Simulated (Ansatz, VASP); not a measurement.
# Two plane-wave programs on Cr

The input INCAR:

```
  PREC = Accurate
  ENCUT = 520
  EDIFF = 1E-7
  ISMEAR = -1
  SIGMA = 0.1
  LREAL = F
  LASPH = T
  NELM = 100
  ALGO = Normal
  ISIF = 2
  LWAVE = F
  LCHARG = F
  GGA = PE
  NBANDS = 12
```

KPOINTS

```
Automatic mesh
0
Gamma
  17 17 17
```

File POSCAR:

```
Cr
1.0
    0.0000000000      1.7877482896      1.7877482896
    1.7877482896      0.0000000000      1.7877482896
    1.7877482896      1.7877482896      0.0000000000
Cr
1
Direct
    0.0000000000      0.0000000000      0.0000000000
```

Input for Ansatz:

```yaml
crystal:
  lattice:
    - [0.0, 1.7877482896, 1.7877482896]
    - [1.7877482896, 0.0, 1.7877482896]
    - [1.7877482896, 1.7877482896, 0.0]
  atoms:
    - { symbol: Cr, position: [0.0, 0.0, 0.0] }
hamiltonian:
  xc: pbe
  pseudopotentials:
    kind: paw
    azcp:
      Cr: "pseudopotentials/Cr.paw.azcp"
basis:
  ecutwfc: 420
  fft_grid_basis: typed
kpoints:
  mp_grid: { grid: [17, 17, 17], shift: [0, 0, 0] }
magnetization:
  spin_polarized: false
scf:
  occupations: { method: fermi_dirac, width: 0.1 }
  lower_state_search: "off"
output:
  stress: true
  write_density: true
  write_potential: true
  elf: true
  volumetric_format: npy
```

Alike in both runs: task single point; functional PBE; k mesh 17 × 17 × 17; occupations fermi-dirac, width 0.1 eV; no spin polarisation.

|  | VASP | Ansatz |
| --- | --- | --- |
| version | VASP 6.6.1 | Ansatz 0.2.0 |
| potentials or method | VASP PAW PBE potentials, release 64 (Cr_pv), cutoff 520 eV | plane waves (420 eV) with PAW, scalar-relativistic |
| valence electrons in the cell | 12 | 14 |

|  | VASP | Ansatz | Ansatz less VASP |
| --- | --- | --- | --- |
| pressure (GPa) | 9.9 | 10.4 | +0.49 |

VASP's potentials hold 12 valence electrons a cell and Ansatz's 14, so a difference there can come from the potentials and not from the codes.
